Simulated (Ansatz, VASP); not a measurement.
**Two plane-wave programs on Ge**

```
Ge
1.0
     4.14329    0.00000    0.00000
     0.00000    5.17806    0.00000
     0.00000    0.00000    5.46797
Ge
4
Direct
  0.50000 0.00000 0.72888
  0.50000 0.00000 0.27112
  0.00000 0.50000 0.00000
  0.00000 0.00000 0.00000
```

Alike in both runs: functional PBE; k mesh 4 × 4 × 4; occupations gaussian, width 0.1 eV; no spin polarisation.

Ansatz relaxed the structure, and its values are those at the end. VASP's run is a single point on that final structure, the one shown.

|  | VASP | Ansatz |
| --- | --- | --- |
| version | VASP 6.6.1 | Ansatz 0.2.0 |
| potentials or method | VASP PAW PBE potentials, release 64 (Ge_d), cutoff 520 eV | scalar-relativistic, plane waves, PAW |
| valence electrons in the cell | 56 | 56 |

```tsv
	VASP	Ansatz	Ansatz less VASP
gap on the k mesh at the Fermi level (eV)	none	none	-
pressure (GPa)	0.1	0.0	-0.03
rms of the force components (eV/Å)	0.007	0.009	+0.0016
```

A gap of «none» marks a metal or a gap that the smearing closes. The functional is the same, so the differences come from potentials, cutoffs and numerics.

The k mesh is coarse, so the values compare programs but aren't converged.
